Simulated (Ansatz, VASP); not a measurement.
# One calculation of MgRh, two programs

File INCAR:

```
SYSTEM = MgRh
PREC     = Accurate       ! precision mode
ENCUT    = 520            ! plane-wave cutoff, eV
EDIFF    = 1E-6           ! SCF threshold, eV
ISMEAR   = 1              ! smearing method
SIGMA    = 0.1            ! smearing width, eV
LREAL    = .FALSE.        ! projectors in reciprocal space
LASPH    = .TRUE.         ! aspherical terms in the spheres
NELM     = 100            ! most SCF steps
ALGO     = Normal         ! electronic algorithm
ISIF     = 2              ! what is computed and relaxed
LWAVE    = .FALSE.        ! write WAVECAR
LCHARG   = .FALSE.        ! write CHGCAR
NBANDS   = 16             ! bands
```

The input KPOINTS:

```
regular mesh
0
G
  7 7 7
  0 0 0
```

The input POSCAR:

```
MgRh
1.0
    3.1197251015      0.0000000000      0.0000000000
    0.0000000000      3.1197251015      0.0000000000
    0.0000000000      0.0000000000      3.1197251015
Mg Rh
1 1
Direct
    0.0000000000      0.0000000000      0.0000000000
    0.5000000000      0.5000000000      0.5000000000
```

Input for Ansatz:

```yaml
crystal:
  lattice:
    - [3.1197251014687026, 0.0, 0.0]
    - [0.0, 3.1197251014687026, 0.0]
    - [0.0, 0.0, 3.1197251014687026]
  atoms:
    - { symbol: Mg, position: [0.0, 0.0, 0.0] }
    - { symbol: Rh, position: [0.5, 0.5, 0.5] }
basis:
  ecutwfc: 500.0
kpoints:
  mp_grid:
    grid: [7, 7, 7]
hamiltonian:
  xc: lda
scf:
  mixing:
    algorithm: msr1
    beta: 0.2
    ndim: 8
  occupations:
    method: cold
output:
  stress: true
```

Alike in both runs: task single point; functional LDA; k mesh 7 × 7 × 7; no spin polarisation.

|  | VASP | Ansatz |
| --- | --- | --- |
| version | VASP 6.6.1 | Ansatz 0.2.0 |
| potentials or method | VASP PAW LDA potentials, release 64 (Mg, Rh_pv), cutoff 520 eV | plane waves, PAW |
| occupations | methfessel-paxton of order 1, width 0.1 eV | cold |
| valence electrons in the cell | 17 | 27 |

|  | VASP | Ansatz | Ansatz less VASP |
| --- | --- | --- | --- |
| pressure (GPa) | -8.7 | -8.4 | +0.34 |

LDA's correlation is that of Perdew and Zunger in VASP and of Perdew and Wang (1992) in Ansatz. VASP's potentials hold 17 valence electrons a cell and Ansatz's 27, so a difference there can come from the potentials and not from the codes.
